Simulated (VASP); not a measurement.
Input of a VASP 6.6.1 run:

The input INCAR:

```
  ALGO = Normal
  EDIFF = 1E-7
  ENCUT = 520
  GGA = CA
  ISIF = 2
  ISMEAR = -1
  LASPH = True
  LCHARG = True
  LELF = True
  LREAL = False
  LVHAR = True
  LWAVE = False
  NBANDS = 12
  NELM = 60
  PREC = Accurate
  SIGMA = 0.1
```

Contents of KPOINTS:

```
k-points
0
Gamma
  6 6 6
```

Contents of POSCAR:

```
Li
1.0
    0.0000000000      3.1718610000      3.1718610000
    3.1718610000      0.0000000000      3.1718610000
    3.1718610000      3.1718610000      0.0000000000
Li
3
Direct
    0.2500000000      0.2500000000      0.2500000000
    0.7500000000      0.7500000000      0.7500000000
    0.5000000000      0.5000000000      0.5000000000
```

Potentials or basis: VASP PAW LDA potentials, release 64 (Li_sv).

Launch:

```console
$ cat potpaw_LDA.64/Li_sv/POTCAR > POTCAR
$ mpirun -np 1 vasp_std > vasp.out
```

(1) Predict the band gap on the k mesh.

Answers

(1) zero (an odd number of electrons rules out a gap without spin polarisation).
